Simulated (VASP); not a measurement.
Set up this calculation in VASP 6.6.1, as the native input.

| Property | Result |
| --- | --- |
| Task | single point |
| Functional | PBEsol |
| Potentials or basis | VASP PAW PBE potentials, release 64 (Cu) |
| Cutoff | 520 eV |
| k mesh | 15 × 15 × 15 |
| Occupations | fermi-dirac, width 0.1 eV |
| Spin | no spin polarisation |
| Dipole correction | no |
| Further INCAR settings | ALGO = Normal; EDIFF = 1e-07; NBANDS = 12 |

The structure of Cu lies in POSCAR:

```
Cu
1.0
    2.3596178847      0.0000000000      0.0000000000
    0.0000000000      2.3596178847      0.0000000000
    0.0000000000      0.0000000000      2.3596178847
Cu
1
Direct
    0.0000000000      0.0000000000      0.0000000000
```

One way to write it, as run:

INCAR

```
ALGO     = Normal         # electronic algorithm
EDIFF    = 1E-7           # SCF threshold, eV
ENCUT    = 520            # plane-wave cutoff, eV
GGA      = PS             # functional
ISIF     = 2              # what is computed and relaxed
ISMEAR   = -1             # smearing method
LASPH    = T              # aspherical terms in the spheres
LCHARG   = F              # write CHGCAR
LREAL    = F              # projectors in reciprocal space
LWAVE    = F              # write WAVECAR
NBANDS   = 12             # bands
NELM     = 80             # most SCF steps
PREC     = Accurate       # precision mode
SIGMA    = 0.1            # smearing width, eV
```

KPOINTS

```
k-points
0
Gamma
  15 15 15
```

Potentials or basis: VASP PAW PBE potentials, release 64 (Cu).

Launch:

```sh
$ cat potpaw_PBE.64/Cu/POTCAR > POTCAR
$ mpirun -np 1 vasp_std > vasp.out
```

Results of the run:

```json
{
 "Pressure": "0.5 GPa"
}
```

Caveat: the PAW data sets were made with another functional, which shifts forces and pressure a little.

Wall time 24 s on 1 thread of Intel Xeon 8259CL (shared host), peak memory 0.13 GiB.
